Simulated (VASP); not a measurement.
Runs of VASP 6.6.1 on MnSi. The structure is that of space group F-43m (No. 216), or close to it. The cells are those of the table. 

| level | cell | share of exact exchange | screening parameter | gap on the mesh (eV) | pressure (GPa) | moment (μB) |
| --- | --- | --- | --- | --- | --- | --- |
| PBE-based screened hybrid with 25 % exact exchange | a = 4.028 Å, angles 60.0°, 2 atoms | 0.25 | 0.3 1/Å | none | 0.1 | 3.00 |
| r2SCAN50 | a = 3.574 Å, angles 60.0°, 2 atoms | 0.5 | - | none | 42.0 | 3.00 |
| PBE0 | a = 3.574 Å, angles 60.0°, 2 atoms | 0.25 | - | none | 24.4 | 2.33 |
| HSE06 | a = 3.574 Å, angles 60.0°, 2 atoms | 0.25 | 0.2079 1/Å | none | (a) | (b) |

Alike in all rows: task single point; potentials or basis VASP PAW PBE potentials, release 64 (Mn_pv, Si); spin collinear, ferromagnetic start; k mesh 5 × 5 × 5; cutoff (eV) 520; smearing fermi-dirac 0.05 eV.

**Question.** Estimate the missing entries.

**Answer.** (a) 32.3; (b) 2.94.

Caveats: all runs use coarse meshes; the PAW data sets were made with another functional, which shifts forces and pressure a little.

A gap of «none» marks levels without a gap at the run's occupations.
